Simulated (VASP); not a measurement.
# MgF2 (P4_2/mnm) in VASP: further runs

MgF2 is run at these levels: LDA, r2SCAN; tasks: relaxation of cell and atoms, single point.

Program: VASP 6.6.1. These are calculated values, not measurements. Logs are shortened: lines on timing, memory, paths and dates and some standing lists are left out, and cuts for length are marked.

### Step 1. The cell of the first run

It takes space group P4_2/mnm (No. 136, tetragonal). Conventional cell: a = 4.625 Å, b = 4.625 Å, c = 3.052 Å, α = 90.00°, β = 90.00°, γ = 90.00°. Within 2.6 Å of Mg (site symmetry mmm) lie 6 F at 1.98 to 2.00 Å. Within 2.6 Å of F (site symmetry m2m) lie 3 Mg at 1.98 to 2.00 Å and 1 F at 2.58 Å.

### Step 2. Relaxation of cell and atoms, LDA

INCAR reads:

```
ALGO = Normal
EDIFF = 1E-7
EDIFFG = -0.01
ENCUT = 600
GGA_COMPAT = False
IBRION = 2
ISIF = 3
ISMEAR = -1
LASPH = True
LCHARG = False
LREAL = False
LWAVE = False
NELM = 120
NELMIN = 4
NSW = 80
PREC = Accurate
SIGMA = 0.02
```

KPOINTS reads:

```
k-points
0
Gamma
  6 6 8
```

POSCAR reads:

```
MgF2
1.0
    4.6250000000      0.0000000000      0.0000000000
    0.0000000000      4.6250000000      0.0000000000
    0.0000000000      0.0000000000      3.0520000000
Mg F
2 4
Direct
    0.0000000000      0.0000000000      0.0000000000
    0.5000000000      0.5000000000      0.5000000000
    0.3030000000      0.3030000000      0.0000000000
    0.1970000000      0.8030000000      0.5000000000
    0.6970000000      0.6970000000      0.0000000000
    0.8030000000      0.1970000000      0.5000000000
```

Potentials or basis: VASP PAW LDA potentials, release 64 (Mg, F).

Run with:

```bash
> cat potpaw_LDA.64/Mg/POTCAR potpaw_LDA.64/F/POTCAR > POTCAR
> mpirun -np 1 vasp_std > vasp.out
```

OUTCAR:

```text
EDIFF = 1E-7
   EDIFFG = -0.01
   ENCUT = 600
   IBRION = 2
   ISIF = 3
   ISMEAR = -1
   LASPH = True
   LREAL = False
   NELM = 120
   NELMIN = 4
   NSW = 80
   PREC = Accurate

 ion  position               nearest neighbor table
   1  0.000  0.000  0.000-   3 1.98   5 1.98   4 2.00   6 2.00   4 2.00   6 2.00   2 3.61   2 3.61
                             2 3.61   2 3.61   2 3.61   2 3.61   2 3.61   2 3.61
   2  0.500  0.500  0.500-   4 1.98   6 1.98   5 2.00   3 2.00   3 2.00   5 2.00   1 3.61   1 3.61
                             1 3.61   1 3.61   1 3.61   1 3.61   1 3.61   1 3.61
   3  0.303  0.303  0.000-   1 1.98   2 2.00   2 2.00
   4  0.197  0.803  0.500-   2 1.98   1 2.00   1 2.00
   5  0.697  0.697  0.000-   1 1.98   2 2.00   2 2.00
   6  0.803  0.197  0.500-   2 1.98   1 2.00   1 2.00

  LATTYP: Found a simple tetragonal cell.
 ALAT       =     4.6250000000
 C/A-ratio  =     0.6598918919

  Lattice vectors:

 A1 = (   4.6250000000,   0.0000000000,   0.0000000000)
 A2 = (   0.0000000000,   4.6250000000,   0.0000000000)
 A3 = (   0.0000000000,   0.0000000000,   3.0520000000)

Analysis of symmetry for initial positions (statically):
=====================================================================
 Subroutine PRICEL returns:
 Original cell was already a primitive cell.

 Routine SETGRP: Setting up the symmetry group for a
 simple tetragonal supercell.

 Subroutine GETGRP returns: Found 16 space group operations
 (whereof  8 operations were pure point group operations)
 out of a pool of 16 trial point group operations.

The static configuration has the point symmetry D_2h.
 The point group associated with its full space group is D_4h.

Analysis of symmetry for dynamics (positions and initial velocities):
=====================================================================
 Subroutine PRICEL returns:
 Original cell was already a primitive cell.

 Routine SETGRP: Setting up the symmetry group for a
 simple tetragonal supercell.

 Subroutine GETGRP returns: Found 16 space group operations
 (whereof  8 operations were pure point group operations)
 out of a pool of 16 trial point group operations.

The dynamic configuration has the point symmetry D_2h.
 The point group associated with its full space group is D_4h.

 Subroutine INISYM returns: Found 16 space group operations
 (whereof  8 operations are pure point group operations),
 and found     1 'primitive' translations

----------------------------------------------------------------------------------------

                                     Primitive cell

  volume of cell :      65.2842

  direct lattice vectors                    reciprocal lattice vectors
     4.625000000  0.000000000  0.000000000     0.216216216  0.000000000  0.000000000
     0.000000000  4.625000000  0.000000000     0.000000000  0.216216216  0.000000000
     0.000000000  0.000000000  3.052000000     0.000000000  0.000000000  0.327653997

  length of vectors
     4.625000000  4.625000000  3.052000000     0.216216216  0.216216216  0.327653997

  position of ions in fractional coordinates (direct lattice)
     0.000000000  0.000000000  0.000000000
     0.500000000  0.500000000  0.500000000
     0.303000000  0.303000000  0.000000000
     0.197000000  0.803000000  0.500000000
     0.697000000  0.697000000  0.000000000
     0.803000000  0.197000000  0.500000000

  ion indices of the primitive-cell ions
   primitive index   ion index
                 1           1
                 2           2
                 3           3
                 4           4
                 5           5
                 6           6

----------------------------------------------------------------------------------------

 KPOINTS: k-points

Automatic generation of k-mesh.
 Grid dimensions read from file:
 generate k-points for:    6    6    8

 Generating k-lattice:

  Cartesian coordinates                     Fractional coordinates (reciprocal lattice)
     0.036036036  0.000000000  0.000000000     0.166666667  0.000000000  0.000000000
     0.000000000  0.036036036  0.000000000     0.000000000  0.166666667  0.000000000
     0.000000000  0.000000000  0.040956750     0.000000000  0.000000000  0.125000000

  Length of vectors
     0.036036036  0.036036036  0.040956750

  Shift w.r.t. Gamma in fractional coordinates (k-lattice)
     0.000000000  0.000000000  0.000000000

 Subroutine IBZKPT returns following result:
 ===========================================

 Found     50 irreducible k-points:

 Following reciprocal coordinates:
            Coordinates               Weight
  0.000000  0.000000  0.000000      1.000000
  0.166667  0.000000  0.000000      4.000000
  0.333333  0.000000  0.000000      4.000000
  0.500000  0.000000  0.000000      2.000000
  0.166667  0.166667  0.000000      4.000000
  0.333333  0.166667  0.000000      8.000000
[... 16 lines left out ...]
  0.333333  0.000000  0.250000      8.000000
  0.500000  0.000000  0.250000      4.000000
 [... further k-points ...]
   k-points           NKPTS =     50   k-points in BZ     NKDIM =     50   number of bands    NBANDS=     20
   number of dos      NEDOS =    301   number of ions     NIONS =      6
   total plane-waves  NPLWV =  38400
   dimension x,y,z NGX =    40 NGY =   40 NGZ =   24
   dimension x,y,z NGXF=    80 NGYF=   80 NGZF=   48
   ions per type =               2   4
   NGX,Y,Z   is equivalent  to a cutoff of  14.38, 14.38, 13.07 a.u.
   NGXF,Y,Z  is equivalent  to a cutoff of  28.76, 28.76, 26.15 a.u.
 SYSTEM =  unknown system
   PREC   = accura    normal or accurate (medium, high low for compatibility)
   ISTART =      0    job   : 0-new  1-cont  2-samecut
   ICHARG =      2    charge: 1-file 2-atom 10-const
   ISPIN  =      1    spin polarized calculation?
   LNONCOLLINEAR =      F non collinear calculations
   LSORBIT =      F    spin-orbit coupling
   LASPH  =      T    aspherical Exc in radial PAW
   ENCUT  =  600.0 eV  44.10 Ry    6.64 a.u.   9.24  9.24  6.10*2*pi/ulx,y,z
   NELM   =    120;   NELMIN=  4; NELMDL= -5     # of ELM steps
   EDIFF  = 0.1E-06   stopping-criterion for ELM
   LREAL  =      F    real-space projection
   EDIFFG = -.1E-01   stopping-criterion for IOM
   NSW    =     80    number of steps for IOM
   IBRION =      2    ionic relax: 0-MD 1-quasi-New 2-CG
   NFREE  =      1    steps in history (QN), initial steepest desc. (CG)
   ISIF   =      3    stress and relaxation
   ISYM   =      2    0-nonsym 1-usesym 2-fastsym
   POTIM  = 0.5000    time-step for ionic-motion
   TEBEG  =    0.0;   TEEND  =   0.0 temperature during run
   PSTRESS=    0.0 pullay stress
   NELECT =      32.0000    total number of electrons
   NUPDOWN=      -1.0000    fix difference up-down
   EMIN   =  10.00;   EMAX   =-10.00  energy-range for DOS
   EFERMI =   0.00;   METHOD = LEGACY
   ISMEAR =    -1;   SIGMA  =   0.02  broadening in eV -4-tet -1-fermi 0-gaus
   EFERMI_NEDOS =   21; number of points for ismear=-14 and -15
   IALGO  =     38    algorithm
   IMIX   =      4    mixing-type and parameters
     AMIX     =   0.40;   BMIX     =  1.00
     AMIX_MAG =   1.60;   BMIX_MAG =  1.00
  volume/ion in A,a.u.               =      10.88        73.43
  Fermi-wavevector in a.u.,A,eV,Ry     =   1.290790  2.439239 22.669184  1.666138
  Thomas-Fermi vector in A             =   2.422600
   LORBIT       =      0    0 simple, 1 ext, 2 COOP (PROOUT), +10 PAW based schemes
   GGA     = CA    functional components
   LHFCALC =     F    Hartree Fock is set to
   AEXX    =    0.0000 exact exchange contribution
   IVDW    =     0    specifies the selected vdW correction
   LEPSILON=     F    determine dielectric tensor
   LRPA    =     F    only Hartree local field effects (RPA)
 conjugate gradient relaxation of ions
 non-spin polarized calculation
  energy-cutoff  :      600.00
  volume of cell :       65.28
 maximum number of plane-waves:      2200
 NGX is ok and might be reduce to    40
   NGX = 19   NGY = 19   NGZ = 13

--------------------------------------- Ionic step        1  -------------------------------------------

 number of electron      32.0000023 magnetization

 Free energy of the ion-electron system (eV)
  ---------------------------------------------------
  ext. energy  EPLUGINS =         0.00000000
  ---------------------------------------------------
  free energy    TOTEN  =       -35.02614967 eV

  energy without entropy =      -35.02614967  energy(sigma->0) =      -35.02614967

------------------------ aborting loop because EDIFF is reached ----------------------------------------

  FORCE on cell =-STRESS in cart. coord.  units (eV):
  Direction    XX          YY          ZZ          XY          YZ          ZX
  --------------------------------------------------------------------------------------
  -------------------------------------------------------------------------------------
  Total       -2.6132175     -2.6132175     -2.6754206     -0.0000000      0.0000000      0.0000000
  in kB      -64.1324948    -64.1324948    -65.6590570     -0.0000000      0.0000000      0.0000000
  external PRESSURE =     -64.6413489 kB  Pullay stress =       0.0000000 kB
[... 145 lines left out ...]
  energy  without entropy=      -35.1090859420  energy(sigma->0) =      -35.10908594

--------------------------------------- Ionic step        5  -------------------------------------------

 number of electron      31.9999999 magnetization

 Free energy of the ion-electron system (eV)
  ---------------------------------------------------
  ext. energy  EPLUGINS =         0.00000000
  ---------------------------------------------------
  free energy    TOTEN  =       -35.10921683 eV

  energy without entropy =      -35.10921683  energy(sigma->0) =      -35.10921683

 E-fermi :  -0.7788     XC(G=0): -10.7772

 val. band max:       -1.1946583701   @ k =   0.0000   0.0000   0.0000
 cond. band min:       5.9951584371   @ k =   0.0000   0.0000   0.0000
 fundamental gap:      7.1898168072
 Fermi energy:        -0.7788190932

 k-point     1 :       0.0000    0.0000    0.0000
  band No.  band energies     occupation
      1     -21.8249      2.00000
      2     -20.8362      2.00000
      3     -20.8362      2.00000
      4     -20.7205      2.00000
      5      -5.6214      2.00000
      6      -4.0558      2.00000
[... 12 lines left out ...]
     19      11.0401      0.00000
[... 513 lines left out ...]
      4     -20.7415      2.00000
      5      -4.5668      2.00000
      6      -4.5668      2.00000
[... 12 lines left out ...]
     19      13.3953      0.00000
     20      13.3953      0.00000

 [... further k-points ...]

------------------------ aborting loop because EDIFF is reached ----------------------------------------

  FORCE on cell =-STRESS in cart. coord.  units (eV):
  Direction    XX          YY          ZZ          XY          YZ          ZX
  --------------------------------------------------------------------------------------
  -------------------------------------------------------------------------------------
  Total       -0.0053908     -0.0053908      0.0417489      0.0000000      0.0000000      0.0000000
  in kB       -0.1407579     -0.1407579      1.0901047      0.0000000      0.0000000      0.0000000
  external PRESSURE =       0.2695296 kB  Pullay stress =       0.0000000 kB
[... 21 lines left out ...]
  FREE ENERGIE OF THE ION-ELECTRON SYSTEM (eV)
  ---------------------------------------------------
  free  energy   TOTEN  =       -35.1092168330 eV

  energy  without entropy=      -35.1092168330  energy(sigma->0) =      -35.10921683

 reached required accuracy - stopping structural energy minimisation
```

Run time: 2 min. Hardware: 1 thread of Oxide Virtual Turin-like, shared host; peak memory 0.18 GiB.

Results:

| Quantity | Value |
| --- | --- |
| Free energy | -35.1092 eV |
| Relaxed volume | 10.23 Å³/atom |
| Relaxed cell | a = 4.524 Å, b = 4.524 Å, c = 2.998 Å, α = 90.00°, β = 90.00°, γ = 90.00° |
| Space group after relaxing (to 0.1 Å) | P4_2/mnm (No. 136) |
| Energy gained by relaxing | 13.8 meV/atom |
| Ionic steps | 5 |
| Pressure after relaxing | 0.0 GPa |
| Largest force after relaxing | 0.007 eV/Å |
| Band gap on the k mesh | 7.19 eV |

Forces in eV/Å, atoms in the order of the input:
```
Mg   0.000  0.000  0.000
Mg   0.000  0.000  0.000
F    0.005  0.005  0.000
F   -0.005  0.005  0.000
F   -0.005 -0.005  0.000
F    0.005 -0.005  0.000
```

Stress tensor (GPa, compression positive):
```
-0.01  0.00  0.00
 0.00 -0.01  0.00
 0.00  0.00  0.11
```

The path:
```tsv
step	energy change (eV)	largest force (eV/Å)	pressure (GPa)	volume (Å³)
1	0.0000	0.0447	-6.46	65.28
2	-0.0813	0.0863	0.43	61.22
3	-0.0816	0.0776	-0.03	61.45
4	-0.0829	0.0192	0.00	61.39
5	-0.0831	0.0074	0.03	61.36
```

Final structure:
```xyz
6
Lattice="4.5242 0.0000 0.0000 0.0000 4.5242 0.0000 0.0000 0.0000 2.9978" Properties=species:S:1:pos:R:3 pbc="T T T"
Mg    0.0000    0.0000    0.0000
Mg    2.2621    2.2621    1.4989
F     1.3685    1.3685    0.0000
F     0.8936    3.6306    1.4989
F     3.1557    3.1557    0.0000
F     3.6306    0.8936    1.4989
```

A k mesh can miss the band edges. LDA usually gives volumes a few per cent too small.

(Continued in part 2 of 2.)
